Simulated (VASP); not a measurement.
Pb, 1 atom in the cell. Symmetry: Fm-3m, No. 225, cubic system. Conventional cell: a = 4.357 Å, b = 4.357 Å, c = 4.357 Å, α = 90.00°, β = 90.00°, γ = 90.00°. Pb (site symmetry m-3m) has 12 Pb at 3.08 Å within 4.1 Å. 

* Program: VASP 6.6.1
* Task: single point
* Functional: LDA
* Potentials or basis: VASP PAW LDA potentials, release 64 (Pb_d)
* Cutoff: 520 eV
* k mesh: 15 × 15 × 15
* Occupations: fermi-dirac, width 0.1 eV
* Spin: no spin polarisation
* Dipole correction: no
* Further INCAR settings: ALGO = Normal; EDIFF = 1e-07; NBANDS = 13

Potentials or basis: VASP PAW LDA potentials, release 64 (Pb_d).

Run with:

```console
$ cat potpaw_LDA.64/Pb_d/POTCAR > POTCAR
$ mpirun -np 1 vasp_std > vasp.out
```

Hardware: 1 thread of Intel Xeon 8259CL, with other jobs on the host.

How long does it take, and how much memory?

Run time: 18 s on 1 thread of Intel Xeon 8259CL, on a shared host, peak memory 0.15 GiB. Counts: scf iterations 11, k points 120.
